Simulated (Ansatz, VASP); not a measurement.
**Two plane-wave programs on ZnS**

The input INCAR:

```
SYSTEM = ZnS
PREC = Accurate ; ENCUT = 520
EDIFF = 1E-7 ; ISMEAR = 0
SIGMA = 0.05 ; LREAL = .FALSE.
LASPH = .TRUE. ; NELM = 60
ALGO = Normal ; ISIF = 2
LWAVE = .FALSE. ; LCHARG = .TRUE.
GGA = PE ; LELF = .TRUE.
LVHAR = .TRUE. ; NBANDS = 46
```

The input KPOINTS:

```
regular mesh
0
G
  8 8 2
  0 0 0
```

The input POSCAR:

```
ZnS
1.0
   -3.8454929872      0.0000000000      0.0000000000
   -1.9227464936     -3.3302946170      0.0000000000
   -5.2877451321     -3.0528810754     12.6106666151
Zn S
4 4
Direct
   -0.2683517825     -0.2683517825      0.6563598951
    0.1899982175      0.1899982175      0.1563598951
   -0.1641934492     -0.1641934492      0.9063598951
    0.2941565508      0.2941565508      0.4063598951
   -0.4400315508     -0.4400315508      0.8436401049
    0.0183184492      0.0183184492      0.3436401049
    0.5808267825      0.5808267825      0.0936401049
    0.1224767825      0.1224767825      0.5936401049
```

Input for Ansatz:

```yaml
crystal:
  lattice:
    - [-3.8454929872, 0.0, 0.0]
    - [-1.9227464936, -3.330294617, 0.0]
    - [-5.2877451321, -3.0528810754, 12.6106666151]
  atoms:
    - { symbol: Zn, position: [-0.2683517825, -0.2683517825, 0.6563598951] }
    - { symbol: Zn, position: [0.1899982175, 0.1899982175, 0.1563598951] }
    - { symbol: Zn, position: [-0.1641934492, -0.1641934492, 0.9063598951] }
    - { symbol: Zn, position: [0.2941565508, 0.2941565508, 0.4063598951] }
    - { symbol: S, position: [-0.4400315508, -0.4400315508, 0.8436401049] }
    - { symbol: S, position: [0.0183184492, 0.0183184492, 0.3436401049] }
    - { symbol: S, position: [0.5808267825, 0.5808267825, 0.0936401049] }
    - { symbol: S, position: [0.1224767825, 0.1224767825, 0.5936401049] }
basis:
  ecutwfc: 420
kpoints:
  mp_grid: { grid: [8, 8, 2] }
hamiltonian:
  xc: pbe
scf:
  occupations: { method: gaussian, width: 0.05 }
output:
  forces: true
  stress: true
  eigenvalues: true
```

Alike in both runs: task single point; functional PBE; k mesh 8 × 8 × 2; occupations gaussian, width 0.05 eV; no spin polarisation.

|  | VASP | Ansatz |
| --- | --- | --- |
| version | VASP 6.6.1 | Ansatz 0.2.0 |
| potentials or method | VASP PAW PBE potentials, release 64 (Zn, S), cutoff 520 eV | scalar-relativistic, plane waves, PAW |
| valence electrons in the cell | 72 | 72 |

|  | VASP | Ansatz | Ansatz less VASP |
| --- | --- | --- | --- |
| gap on the k mesh at the Fermi level (eV) | 1.96 | 1.96 | -0.003 |
| least direct gap on the mesh (eV) | 1.96 | 1.96 | -0.003 |
| pressure (GPa) | 0.0 | -0.2 | -0.14 |
| traceless stress, the component that is largest in VASP (GPa) | -1.06 | -1.06 | -0.003 |
| rms of the force components (eV/Å) | 0.114 | 0.114 | -0.0001 |

Atom by atom the forces differ by 0.002 eV/Å (rms over components).
